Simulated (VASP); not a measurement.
Runs of VASP 6.6.1 on C. The structure is that of space group Fmmm (No. 69), or close to it. The cells are those of the table. 

```tsv
cell	pressure (GPa)	largest force (eV/Å)
a = 4.108, b = 3.490, c = 2.744 Å, angles 81.5, 57.2, 41.3°, 2 atoms	(b)	0.87
a = 4.108, b = 3.833, c = 2.368 Å, angles 79.1, 66.4, 34.5°, 2 atoms	13.8	2.60
a = 4.076, b = 3.718, c = 2.451 Å, angles 79.8, 63.9, 36.3°, 2 atoms	(a)	0.51
a = 4.105, b = 3.598, c = 2.630 Å, angles 80.8, 59.9, 39.2°, 2 atoms	-26.7	0.03
a = 4.143, b = 3.823, c = 2.438 Å, angles 79.5, 65.1, 35.4°, 2 atoms	-5.9	1.05
```

Alike in all rows: task single point; level PBE+D3(BJ); potentials or basis VASP PAW PBE potentials, release 64 (C); no spin polarisation; k mesh 18 × 18 × 18; cutoff (eV) 520; smearing gaussian 0.03 eV.

Problem. Fill in the values left out.

Solution. (a) -3.7; (b) -30.8.

Caveats: the cell stands under tension (at least some runs); forces of over 1 eV/Å act on the atoms, so gaps and moduli don't describe the material at rest (at least some runs); the cell stands under pressure (at least some runs).
